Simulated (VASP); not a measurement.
Ge2Sb2Te5 (lda), 9 atoms in the cell. Symmetry: P-3m1, No. 164, trigonal system. Conventional cell: a = 4.294 Å, b = 4.294 Å, c = 17.101 Å, α = 90.00°, β = 90.00°, γ = 120.00°. Ge (site symmetry 3m) has 6 Te at 3.00 to 3.04 Å within 3.9 Å. Sb (site symmetry 3m) has 6 Te at 3.01 to 3.20 Å within 4.0 Å. Te (site symmetry -3m) has 6 Ge at 3.04 Å within 4.0 Å. Te (site symmetry 3m) has 3 Ge at 3.00 Å and 3 Sb at 3.20 Å within 3.9 Å. Within 4.0 Å of Te (site symmetry 3m) lie 3 Sb at 3.01 Å and 3 Te at 3.70 Å. 

- Program: VASP 6.6.1
- Task: single point
- Functional: LDA
- Potentials or basis: VASP PAW LDA potentials, release 64 (Ge_d, Sb, Te)
- Cutoff: 500 eV
- k mesh: 6 × 6 × 1
- Occupations: gaussian, width 0.1 eV
- Spin: no spin polarisation
- Dipole correction: no
- Further INCAR settings: ALGO = Normal; EDIFF = 1e-06; NBANDS = 44

Potentials or basis: VASP PAW LDA potentials, release 64 (Ge_d, Sb, Te).

Run with:

```bash
$ cat potpaw_LDA.64/Ge_d/POTCAR potpaw_LDA.64/Sb/POTCAR potpaw_LDA.64/Te/POTCAR > POTCAR
$ mpirun -np 1 vasp_std > vasp.out
```

Hardware: 1 thread of Intel(R) Xeon(R) Platinum 8259CL CPU @ 2.50GHz (Skylake/Cascade Lake) (shared host).

Question: Estimate the wall time of this run.

Answer: It took 3.2 min on 1 thread of Intel(R) Xeon(R) Platinum 8259CL CPU @ 2.50GHz (Skylake/Cascade Lake) (shared host), peak memory 0.32 GiB. Counts: scf iterations 32, k points 7.
